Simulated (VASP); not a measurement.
Write the native input for VASP 6.6.1 that does the following.

* Task: single point
* Functional: PBE-based screened hybrid with 35 % exact exchange
* Potentials or basis: VASP PAW PBE potentials, release 64 (W_sv, S)
* Cutoff: 520 eV
* k mesh: 5 × 5 × 5
* Occupations: fermi-dirac, width 0.05 eV
* Spin: no spin polarisation
* Dipole correction: no
* Grid for exact exchange (PRECFOCK): Normal
* Share of exact exchange: 0.35
* Further INCAR settings: ALGO = Normal; EDIFF = 1e-07; NBANDS = 17
* Screening parameter: 0.20787 1/Å

Crystal: WS.

```
W S
1.0
     3.00789    0.00000    0.00000
     0.00000    3.00789    0.00000
     0.00000    0.00000    3.00789
W S
1 1
Direct
  0.50000 0.50000 0.50000
  0.00000 0.00000 0.00000
```

These files were run (other wordings do the same):

POSCAR

```
WS
1.0
    3.0078900000      0.0000000000      0.0000000000
    0.0000000000      3.0078900000      0.0000000000
    0.0000000000      0.0000000000      3.0078900000
W S
1 1
Direct
    0.5000000000      0.5000000000      0.5000000000
    0.0000000000      0.0000000000      0.0000000000
```

INCAR.step1

```
PREC = Accurate ; ENCUT = 520
EDIFF = 1E-5 ; ISMEAR = -1
SIGMA = 0.05 ; LREAL = False
LASPH = True ; NELM = 80
ALGO = Normal ; ISIF = 2
LWAVE = True ; LCHARG = False
NBANDS = 17 ; GGA = PE
```

INCAR.step2

```
PREC = Accurate ; ENCUT = 520
EDIFF = 1E-7 ; ISMEAR = -1
SIGMA = 0.05 ; LREAL = False
LASPH = True ; NELM = 80
ALGO = Normal ; ISIF = 2
LWAVE = False ; LCHARG = False
GGA = PE ; LHFCALC = True
AEXX = 0.35 ; HFSCREEN = 0.2078699
PRECFOCK = Normal ; NBANDS = 17
ISTART = 1
```

KPOINTS

```
Automatic mesh
0
Gamma
  5 5 5
```

Potentials or basis: VASP PAW PBE potentials, release 64 (W_sv, S).

The run is started by

```bash
$ cat potpaw_PBE.64/W_sv/POTCAR potpaw_PBE.64/S/POTCAR > POTCAR
$ cp INCAR.step1 INCAR
$ mpirun -np 1 vasp_std > vasp.out
$ cp INCAR.step2 INCAR
$ mpirun -np 1 vasp_std > vasp.out
```

It gave:

| Quantity | Value |
| --- | --- |
| Pressure | -11.9 GPa |
| Band gap on the k mesh | zero (bands 10 and 11 overlap by 2.47 eV) |

Caveat: the k points lie up to 0.42 Å⁻¹ apart, too coarse for converged energies and pressures of a metal; the PAW data sets were made with another functional, which shifts forces and pressure a little; spin-orbit coupling is left out, which moves the levels of the heavy elements.

Wall time 13 min on 1 thread of Intel(R) Xeon(R) Platinum 8259CL CPU @ 2.50GHz (Skylake/Cascade Lake), with other jobs on the host, peak memory 0.25 GiB.
